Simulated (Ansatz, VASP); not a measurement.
This is a calculation of AlNi for Ansatz 0.2.0.

Contents of input.yaml:

```yaml
crystal:
  lattice:
    - [2.881, 0.0, 0.0]
    - [0.0, 2.881, 0.0]
    - [0.0, 0.0, 2.881]
  atoms:
    - { symbol: Ni, position: [0.5, 0.5, 0.5], spin: 1.0 }
    - { symbol: Al, position: [0.0, 0.0, 0.0] }
hamiltonian:
  xc: pbe
  pseudopotentials: { kind: paw }
magnetization:
  spin_polarized: true
kpoints:
  mp_grid: { grid: [9, 9, 9] }
scf:
  occupations: { method: gaussian, width: 0.016 }
output:
  forces: true
  stress: true
  eigenvalues: true
```

Potentials or basis: Ansatz PAW.

The run is started by

```console
$ ansatz run input.yaml --threads 2 --pin off --max-ram 5632MiB --backend cpu --events-out ev --progress --plain --runs-dir out
```

Problem. Translate it to VASP 6.6.1. Potentials there: VASP PAW PBE potentials, release 64 (Ni, Al).

Solution. As run (the cutoff follows the program's own potentials):

File INCAR:

```
PREC     = Accurate       # precision mode
ENCUT    = 520            # plane-wave cutoff, eV
EDIFF    = 1E-6           # SCF threshold, eV
ISMEAR   = 0              # smearing method
SIGMA    = 0.016          # smearing width, eV
LREAL    = False          # projectors in reciprocal space
LASPH    = True           # aspherical terms in the spheres
NELM     = 150            # most SCF steps
ALGO     = Fast           # electronic algorithm
ISIF     = 2              # what is computed and relaxed
LWAVE    = False          # write WAVECAR
LCHARG   = False          # write CHGCAR
ISPIN    = 2              # spin polarisation
MAGMOM   = 1 0            # initial moments
LORBIT   = 11             # projections on sites
LMAXMIX  = 4              # l up to which the mixer works
GGA      = PE             # functional
NBANDS   = 18             # bands
```

Contents of KPOINTS:

```
regular mesh
0
Gamma
  9 9 9
```

File POSCAR:

```
AlNi
1.0
    2.8810000000      0.0000000000      0.0000000000
    0.0000000000      2.8810000000      0.0000000000
    0.0000000000      0.0000000000      2.8810000000
Ni Al
1 1
Direct
    0.5000000000      0.5000000000      0.5000000000
    0.0000000000      0.0000000000      0.0000000000
```

Potentials or basis: VASP PAW PBE potentials, release 64 (Ni, Al).

Run with:

```sh
$ cat potpaw_PBE.64/Ni/POTCAR potpaw_PBE.64/Al/POTCAR > POTCAR
$ mpirun -np 1 vasp_std > vasp.out
```

Both were run:

|  | VASP | Ansatz | Ansatz less VASP |
| --- | --- | --- | --- |
| gap on the k mesh at the Fermi level (eV) | none | none | - |
| pressure (GPa) | 1.8 | 1.9 | +0.06 |
| net moment per atom (μB) | 0.00 | 0.00 | 0.000 |

A gap of «none» marks a metal or a gap that the smearing closes. With one functional, cell and mesh, what is left measures potentials, basis and numerics. VASP's potentials hold 13 valence electrons a cell and Ansatz's 21, so a difference there can come from the potentials and not from the codes.
